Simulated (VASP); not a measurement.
# Ge: single point with PBE

Ge:

```
CELL_PARAMETERS angstrom
0.00000 2.76636 3.12322
2.76636 0.00000 3.12322
2.76636 2.76636 0.00000
ATOMIC_POSITIONS crystal
Ge 0.50000 0.50000 0.50000
Ge 0.75000 0.75000 0.75000
```

This cell differs from its parent crystal: volume 23.901 Å^3 an atom, c/a of the conventional cell 1.1290.

```json
{
 "Program": "VASP 6.6.1",
 "Task": "single point",
 "Functional": "PBE",
 "Potentials or basis": "VASP PAW PBE potentials, release 64 (Ge_d)",
 "Cutoff": "520 eV",
 "k mesh": "14 × 14 × 14",
 "Occupations": "gaussian, width 0.15 eV",
 "Spin": "no spin polarisation"
}
```

| Item | Value |
| --- | --- |
| Pressure | 0.0 GPa |
| Band gap on the k mesh | zero (band 14 reaches 4.83 eV, above the bottom of band 15 at 4.27 eV) |

Stress tensor (GPa, compression positive):
```
 3.11  0.00  0.00
 0.00  3.11  0.00
 0.00  0.00 -6.14
```

Levels at points of the mesh, in eV from the Fermi level:
| k point | band 12 | band 13 | band 14 | band 15 | band 16 | band 17 |
| --- | --- | --- | --- | --- | --- | --- |
| (0.00, 0.00, 0.00) | -0.78 | -0.71 | 0.25 | 0.25 | 2.30 | 2.30 |
| (0.50, 0.00, 0.00) | -7.45 | -1.95 | -0.85 | -0.32 | 3.57 | 3.96 |
| (0.50, 0.50, 0.00) | -9.14 | -2.40 | -2.40 | 1.37 | 1.37 | 8.78 |
| (0.50, 0.00, 0.50) | -8.58 | -3.20 | -3.20 | 0.43 | 0.43 | 8.33 |

Run time: 110 s on 1 thread of Intel Xeon 6975P-C, with other jobs on the host, peak memory 0.32 GiB.
